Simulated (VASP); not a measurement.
# Rb2In (Fm-3m) in VASP: further runs

The runs below take Rb2In through single point, relaxation of cell and atoms, with PBE.

All numbers are computed with VASP 6.6.1; they aren't measurements. Logs are shortened: lines on timing, memory, paths and dates and some standing lists are left out, and cuts for length are marked.

### Step 1. The cell of the first run

The structure is cubic, space group Fm-3m (No. 225). Conventional cell: a = 9.003 Å, b = 9.003 Å, c = 9.003 Å, α = 90.00°, β = 90.00°, γ = 90.00°. Within 5.1 Å of Rb (site symmetry -43m) lie 4 In at 3.90 Å and 6 Rb at 4.50 Å. In (site symmetry m-3m) has 8 Rb at 3.90 Å within 5.1 Å.

The cell was generated, and may not be a known phase.

### Step 2. Single point, PBE

INCAR reads:

```
  PREC = Accurate
  ENCUT = 500
  EDIFF = 1E-6
  ISMEAR = 0
  SIGMA = 0.1
  LREAL = F
  LASPH = T
  NELM = 120
  ALGO = Normal
  ISIF = 2
  LWAVE = F
  LCHARG = F
  GGA = PE
  NBANDS = 22
  GGA_COMPAT = F
```

KPOINTS reads:

```
regular mesh
0
Gamma
  4 4 4
```

POSCAR reads:

```
Rb2In
1.0
    0.0000000000      4.5013259303      4.5013259303
    4.5013259303      0.0000000000      4.5013259303
    4.5013259303      4.5013259303      0.0000000000
Rb In
2 1
Direct
    0.2500000000      0.2500000000      0.2500000000
    0.7500000000      0.7500000000      0.7500000000
    0.0000000000      0.0000000000      0.0000000000
```

Potentials or basis: VASP PAW PBE potentials, release 64 (Rb_sv, In_d).

Started as:

```
$ cat potpaw_PBE.64/Rb_sv/POTCAR potpaw_PBE.64/In_d/POTCAR > POTCAR
$ mpirun -np 1 vasp_std > vasp.out
```

OUTCAR:

```text
PREC = Accurate
   ENCUT = 500
   EDIFF = 1E-6
   ISMEAR = 0
   LREAL = F
   LASPH = T
   NELM = 120
   ISIF = 2
   GGA = PE

 ion  position               nearest neighbor table
   1  0.250  0.250  0.250-   3 3.90   3 3.90   3 3.90   3 3.90   2 4.50   2 4.50   2 4.50   2 4.50
                             2 4.50   2 4.50
   2  0.750  0.750  0.750-   3 3.90   3 3.90   3 3.90   3 3.90   1 4.50   1 4.50   1 4.50   1 4.50
                             1 4.50   1 4.50
   3  0.000  0.000  0.000-   2 3.90   2 3.90   2 3.90   1 3.90   2 3.90   1 3.90   1 3.90   1 3.90

  LATTYP: Found a face centered cubic cell.
 ALAT       =     9.0026518606

  Lattice vectors:

 A1 = (   0.0000000000,   4.5013259303,   4.5013259303)
 A2 = (   4.5013259303,   0.0000000000,   4.5013259303)
 A3 = (   4.5013259303,   4.5013259303,   0.0000000000)

Analysis of symmetry for initial positions (statically):
=====================================================================
 Subroutine PRICEL returns:
 Original cell was already a primitive cell.

 Routine SETGRP: Setting up the symmetry group for a
 face centered cubic supercell.

 Subroutine GETGRP returns: Found 48 space group operations
 (whereof 48 operations were pure point group operations)
 out of a pool of 48 trial point group operations.

The static configuration has the point symmetry O_h .

Analysis of symmetry for dynamics (positions and initial velocities):
=====================================================================
 Subroutine PRICEL returns:
 Original cell was already a primitive cell.

 Routine SETGRP: Setting up the symmetry group for a
 face centered cubic supercell.

 Subroutine GETGRP returns: Found 48 space group operations
 (whereof 48 operations were pure point group operations)
 out of a pool of 48 trial point group operations.

The dynamic configuration has the point symmetry O_h .

 Subroutine INISYM returns: Found 48 space group operations
 (whereof 48 operations are pure point group operations),
 and found     1 'primitive' translations

----------------------------------------------------------------------------------------

                                     Primitive cell

  volume of cell :     182.4111

  direct lattice vectors                    reciprocal lattice vectors
     0.000000000  4.501325930  4.501325930    -0.111078382  0.111078382  0.111078382
     4.501325930  0.000000000  4.501325930     0.111078382 -0.111078382  0.111078382
     4.501325930  4.501325930  0.000000000     0.111078382  0.111078382 -0.111078382

  length of vectors
     6.365836179  6.365836179  6.365836179     0.192393401  0.192393401  0.192393401

  position of ions in fractional coordinates (direct lattice)
     0.250000000  0.250000000  0.250000000
     0.750000000  0.750000000  0.750000000
     0.000000000  0.000000000  0.000000000

  ion indices of the primitive-cell ions
   primitive index   ion index
                 1           1
                 2           2
                 3           3

----------------------------------------------------------------------------------------

 KPOINTS: regular mesh

Automatic generation of k-mesh.
 Grid dimensions read from file:
 generate k-points for:    4    4    4

 Generating k-lattice:

  Cartesian coordinates                     Fractional coordinates (reciprocal lattice)
    -0.027769595  0.027769595  0.027769595     0.250000000  0.000000000  0.000000000
     0.027769595 -0.027769595  0.027769595     0.000000000  0.250000000  0.000000000
     0.027769595  0.027769595 -0.027769595     0.000000000  0.000000000  0.250000000

  Length of vectors
     0.048098350  0.048098350  0.048098350

  Shift w.r.t. Gamma in fractional coordinates (k-lattice)
     0.000000000  0.000000000  0.000000000

 Subroutine IBZKPT returns following result:
 ===========================================

 Found      8 irreducible k-points:

 Following reciprocal coordinates:
            Coordinates               Weight
  0.000000  0.000000  0.000000      1.000000
  0.250000  0.000000  0.000000      8.000000
  0.500000  0.000000  0.000000      4.000000
  0.250000  0.250000  0.000000      6.000000
  0.500000  0.250000  0.000000     24.000000
 -0.250000  0.250000  0.000000     12.000000
  0.500000  0.500000  0.000000      3.000000
 -0.250000  0.500000  0.250000      6.000000
   k-points           NKPTS =      8   k-points in BZ     NKDIM =      8   number of bands    NBANDS=     22
   number of dos      NEDOS =    301   number of ions     NIONS =      3
   total plane-waves  NPLWV = 110592
   dimension x,y,z NGX =    48 NGY =   48 NGZ =   48
   dimension x,y,z NGXF=    96 NGYF=   96 NGZF=   96
   ions per type =               2   1
   NGX,Y,Z   is equivalent  to a cutoff of  12.54, 12.54, 12.54 a.u.
   NGXF,Y,Z  is equivalent  to a cutoff of  25.07, 25.07, 25.07 a.u.
 SYSTEM =  unknown system
   PREC   = accura    normal or accurate (medium, high low for compatibility)
   ISTART =      0    job   : 0-new  1-cont  2-samecut
   ICHARG =      2    charge: 1-file 2-atom 10-const
   ISPIN  =      1    spin polarized calculation?
   LNONCOLLINEAR =      F non collinear calculations
   LSORBIT =      F    spin-orbit coupling
   LASPH  =      T    aspherical Exc in radial PAW
   ENCUT  =  500.0 eV  36.75 Ry    6.06 a.u.  11.61 11.61 11.61*2*pi/ulx,y,z
   NELM   =    120;   NELMIN=  2; NELMDL= -5     # of ELM steps
   EDIFF  = 0.1E-05   stopping-criterion for ELM
   LREAL  =      F    real-space projection
[... 7 lines left out ...]
   TEBEG  =    0.0;   TEEND  =   0.0 temperature during run
   PSTRESS=    0.0 pullay stress
   NELECT =      31.0000    total number of electrons
   NUPDOWN=      -1.0000    fix difference up-down
   EMIN   =  10.00;   EMAX   =-10.00  energy-range for DOS
   EFERMI =   0.00;   METHOD = LEGACY
   ISMEAR =     0;   SIGMA  =   0.10  broadening in eV -4-tet -1-fermi 0-gaus
   EFERMI_NEDOS =   21; number of points for ismear=-14 and -15
   IALGO  =     38    algorithm
   IMIX   =      4    mixing-type and parameters
     AMIX     =   0.40;   BMIX     =  1.00
     AMIX_MAG =   1.60;   BMIX_MAG =  1.00
  volume/ion in A,a.u.               =      60.80       410.32
  Fermi-wavevector in a.u.,A,eV,Ry     =   0.906800  1.713604 11.187888  0.822287
  Thomas-Fermi vector in A             =   2.030531
   LORBIT       =      0    0 simple, 1 ext, 2 COOP (PROOUT), +10 PAW based schemes
   GGA     = PE    functional components
   LHFCALC =     F    Hartree Fock is set to
   AEXX    =    0.0000 exact exchange contribution
   IVDW    =     0    specifies the selected vdW correction
   LEPSILON=     F    determine dielectric tensor
   LRPA    =     F    only Hartree local field effects (RPA)
 non-spin polarized calculation
 Gauss-broadening in eV      SIGMA  =   0.10
  energy-cutoff  :      500.00
  volume of cell :      182.41
 maximum number of plane-waves:      4656
 NGX is ok and might be reduce to    48
   NGX = 23   NGY = 23   NGZ = 23

 number of electron      30.9999996 magnetization

 Free energy of the ion-electron system (eV)
  ---------------------------------------------------
  ext. energy  EPLUGINS =         0.00000000
  ---------------------------------------------------
  free energy    TOTEN  =        -3.99302476 eV

  energy without entropy =       -3.96969411  energy(sigma->0) =       -3.98135944

 E-fermi :   0.8749     XC(G=0):  -6.4811

 val. band max:        0.8449631379   @ k =   0.5000   0.2500   0.0000
 cond. band min:       1.0723964932   @ k =   0.0000   0.0000   0.0000
 fundamental gap:      0.2274333553
 Fermi energy:         0.8748877557

 k-point     1 :       0.0000    0.0000    0.0000
  band No.  band energies     occupation
      1     -27.2897      2.00000
      2     -27.2706      2.00000
      3     -13.8685      2.00000
      4     -13.8685      2.00000
      5     -13.8685      2.00000
      6     -13.8545      2.00000
[... 14 lines left out ...]
     21       5.3705      0.00000
     22       5.3705      0.00000

 k-point     2 :       0.2500    0.0000    0.0000
  band No.  band energies     occupation
      1     -27.2869      2.00000
      2     -27.2734      2.00000
      3     -13.8679      2.00000
      4     -13.8679      2.00000
      5     -13.8663      2.00000
      6     -13.8545      2.00000
[... 14 lines left out ...]
     21       4.5106      0.00000
     22       4.8251      0.00000

 k-point     3 :       0.5000    0.0000    0.0000
  band No.  band energies     occupation
      1     -27.2801      2.00000
      2     -27.2800      2.00000
      3     -13.8673      2.00000
      4     -13.8673      2.00000
      5     -13.8642      2.00000
      6     -13.8545      2.00000
[... 14 lines left out ...]
     21       3.7605      0.00000
     22       5.2562      0.00000

 k-point     4 :       0.2500    0.2500    0.0000
  band No.  band energies     occupation
      1     -27.2865      2.00000
      2     -27.2737      2.00000
      3     -13.8673      2.00000
      4     -13.8673      2.00000
      5     -13.8663      2.00000
      6     -13.8548      2.00000
[... 14 lines left out ...]
     21       3.8944      0.00000
     22       5.3920      0.00000

 k-point     5 :       0.5000    0.2500    0.0000
  band No.  band energies     occupation
      1     -27.2823      2.00000
      2     -27.2778      2.00000
      3     -13.8666      2.00000
      4     -13.8661      2.00000
      5     -13.8646      2.00000
      6     -13.8548      2.00000
[... 14 lines left out ...]
     21       4.5076      0.00000
     22       4.8271      0.00000

 k-point     6 :      -0.2500    0.2500    0.0000
  band No.  band energies     occupation
      1     -27.2832      2.00000
      2     -27.2769      2.00000
      3     -13.8672      2.00000
      4     -13.8663      2.00000
      5     -13.8652      2.00000
      6     -13.8546      2.00000
[... 14 lines left out ...]
     21       4.3955      0.00000
     22       4.7633      0.00000

 k-point     7 :       0.5000    0.5000    0.0000
  band No.  band energies     occupation
      1     -27.2832      2.00000
      2     -27.2768      2.00000
      3     -13.8660      2.00000
      4     -13.8660      2.00000
      5     -13.8641      2.00000
      6     -13.8551      2.00000
[... 14 lines left out ...]
     21       5.1098      0.00000
     22       5.1098      0.00000

 k-point     8 :      -0.2500    0.5000    0.2500
  band No.  band energies     occupation
      1     -27.2800      2.00000
      2     -27.2800      2.00000
      3     -13.8660      2.00000
      4     -13.8651      2.00000
      5     -13.8651      2.00000
      6     -13.8548      2.00000
[... 14 lines left out ...]
     21       4.2890      0.00000
     22       5.1049      0.00000

------------------------ aborting loop because EDIFF is reached ----------------------------------------

  FORCE on cell =-STRESS in cart. coord.  units (eV):
  Direction    XX          YY          ZZ          XY          YZ          ZX
  --------------------------------------------------------------------------------------
  -------------------------------------------------------------------------------------
  Total        0.3673445      0.3673445      0.3673445     -0.0000000      0.0000000     -0.0000000
  in kB        3.2265077      3.2265077      3.2265077     -0.0000000      0.0000000     -0.0000000
  external PRESSURE =       3.2265077 kB  Pullay stress =       0.0000000 kB

 VOLUME and BASIS-vectors are now :
 -----------------------------------------------------------------------------
  energy-cutoff  :      500.00
  volume of cell :      182.41
      direct lattice vectors                 reciprocal lattice vectors
     0.000000000  4.501325930  4.501325930    -0.111078382  0.111078382  0.111078382
     4.501325930  0.000000000  4.501325930     0.111078382 -0.111078382  0.111078382
     4.501325930  4.501325930  0.000000000     0.111078382  0.111078382 -0.111078382

 POSITION                                       TOTAL-FORCE (eV/Angst)
 -----------------------------------------------------------------------------------
      2.25066      2.25066      2.25066         0.000000     -0.000000      0.000000
      6.75199      6.75199      6.75199        -0.000000      0.000000     -0.000000
      0.00000      0.00000      0.00000         0.000000      0.000000     -0.000000
 -----------------------------------------------------------------------------------
    total drift:                               -0.000000     -0.000000      0.000000

  FREE ENERGIE OF THE ION-ELECTRON SYSTEM (eV)
  ---------------------------------------------------
  free  energy   TOTEN  =        -3.9930247614 eV

  energy  without entropy=       -3.9696941110  energy(sigma->0) =       -3.98135944
```

Run time: 70 s. Hardware: 1 thread of Intel Xeon 8259CL, shared host; peak memory 0.31 GiB.

What came out:

| Item | Value |
| --- | --- |
| Free energy | -3.9930 eV |
| Pressure | 0.3 GPa |
| Band gap on the k mesh | zero (an odd number of electrons rules out a gap without spin polarisation) |

Levels at points of the mesh, in eV from the Fermi level:
```
           k point  band 12  band 13  band 14  band 15  band 16  band 17  band 18  band 19
(0.00, 0.00, 0.00)   -12.21   -12.21    -5.22     0.20     0.20     0.20     0.87     2.71
(0.50, 0.00, 0.00)   -12.26   -12.26    -4.92    -0.90     0.37     0.37     2.14     2.82
(0.50, 0.50, 0.00)   -12.19   -12.18    -4.83    -0.97     0.37     0.37     1.14     2.09
```

Caveat: spin-orbit coupling is left out, which moves the levels of the heavy elements.

### Step 3. Relaxation of cell and atoms, PBE

This run uses another cell than the first one, of 41.67 Å³/atom.

INCAR reads:

```
ALGO = Normal
EDIFF = 1E-7
EDIFFG = -0.04
ENCUT = 500
GGA = PE
GGA_COMPAT = F
IBRION = 2
ISIF = 3
ISMEAR = 0
LASPH = T
LCHARG = F
LREAL = F
LWAVE = F
NELM = 120
NELMIN = 4
NSW = 90
PREC = Accurate
SIGMA = 0.1
```

KPOINTS reads:

```
k-points
0
Gamma
  4 4 4
```

POSCAR reads:

```
Rb2In
1.0
    0.0000000000      3.9685309700      3.9685309700
    3.9685309700      0.0000000000      3.9685309700
    3.9685309700      3.9685309700      0.0000000000
Rb In
2 1
Direct
    0.2500000000      0.2500000000      0.2500000000
    0.7500000000      0.7500000000      0.7500000000
    0.0000000000      0.0000000000      0.0000000000
```

Potentials or basis: VASP PAW PBE potentials, release 64 (Rb_sv, In_d).

Started as:

```
$ cat potpaw_PBE.64/Rb_sv/POTCAR potpaw_PBE.64/In_d/POTCAR > POTCAR
$ mpirun -np 1 vasp_std > vasp.out
```

Wall time 3.3 min (1 thread of Intel Xeon 8259CL, shared host); peak memory 0.27 GiB.

Results (log left out):

| Quantity | Value |
| --- | --- |
| Free energy | -3.9949 eV |
| Relaxed volume | 62.85 Å³/atom |
| Relaxed cell | a = 6.437 Å, b = 6.437 Å, c = 6.437 Å, α = 60.00°, β = 60.00°, γ = 60.00° |
| Space group after relaxing (to 0.1 Å) | Fm-3m (No. 225) |
| Energy gained by relaxing | 281.9 meV/atom |
| Ionic steps | 4 |
| Pressure after relaxing | 0.1 GPa |
| Band gap on the k mesh | zero (an odd number of electrons rules out a gap without spin polarisation) |

The path:
```tsv
step	energy change (eV)	largest force (eV/Å)	pressure (GPa)	volume (Å³)
1	0.0000	0.0000	5.70	125.00
2	-0.6492	0.0000	2.01	153.79
3	-0.8290	0.0000	0.47	178.72
4	-0.8457	0.0000	0.09	188.56
```

Final structure:
```cif
data_structure
_symmetry_space_group_name_H-M 'P 1'
_symmetry_Int_Tables_number 1
_cell_length_a 6.4366
_cell_length_b 6.4366
_cell_length_c 6.4366
_cell_angle_alpha 60.000
_cell_angle_beta 60.000
_cell_angle_gamma 60.000
_cell_volume 188.56
loop_
_atom_site_label
_atom_site_type_symbol
_atom_site_fract_x
_atom_site_fract_y
_atom_site_fract_z
_atom_site_occupancy
Rb1 Rb 0.25000 0.25000 0.25000 1
Rb2 Rb 0.75000 0.75000 0.75000 1
In1 In 0.00000 0.00000 0.00000 1
```

Levels at points of the mesh, in eV from the Fermi level:
```
           k point  band 13  band 14  band 15  band 16  band 17  band 18
(0.00, 0.00, 0.00)   -12.23    -5.18     0.22     0.22     0.22     0.80
(0.50, 0.00, 0.00)   -12.28    -4.91    -0.88     0.37     0.37     2.06
(0.50, 0.50, 0.00)   -12.21    -4.82    -0.95     0.36     0.36     1.15
```

Caveat: the volume moved by over 15 % at a fixed basis, so the end points are rough; spin-orbit coupling is left out, which moves the levels of the heavy elements.

The gap in the log of VASP goes by the Fermi energy; the results here count the filled bands.